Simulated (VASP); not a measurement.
Here is a VASP 6.6.1 calculation.

File INCAR:

```
SYSTEM = CuSn3
PREC = Accurate ; ENCUT = 520
EDIFF = 1E-6 ; ISMEAR = -1
SIGMA = 0.05 ; LREAL = .FALSE.
LASPH = .TRUE. ; NELM = 60
ALGO = Fast ; ISIF = 2
LWAVE = .FALSE. ; LCHARG = .FALSE.
GGA = PS ; NBANDS = 34
```

KPOINTS

```
regular mesh
0
G
  7 7 7
  0 0 0
```

File POSCAR:

```
CuSn3
1.0
   -2.2399030000      2.2399030000      4.8707040000
    2.2399030000     -2.2399030000      4.8707040000
    2.2399030000      2.2399030000     -4.8707040000
Sn Cu
3 1
Direct
    0.5000000000      0.5000000000      0.0000000000
    0.2500000000      0.7500000000      0.5000000000
    0.7500000000      0.2500000000      0.5000000000
    0.0000000000      0.0000000000      0.0000000000
```

Potentials or basis: VASP PAW PBE potentials, release 64 (Sn_d, Cu).

Launch:

```console
$ cat potpaw_PBE.64/Sn_d/POTCAR potpaw_PBE.64/Cu/POTCAR > POTCAR
$ mpirun -np 1 vasp_std > vasp.out
```

(1) Predict the band gap on the k mesh.

(2) Predict the pressure.

Results:

(1) zero (an odd number of electrons rules out a gap without spin polarisation).

(2) -3.9 GPa.

Caveat: the cell stands under tension; the PAW data sets were made with another functional, which shifts forces and pressure a little; spin-orbit coupling is left out, which moves the levels of the heavy elements.
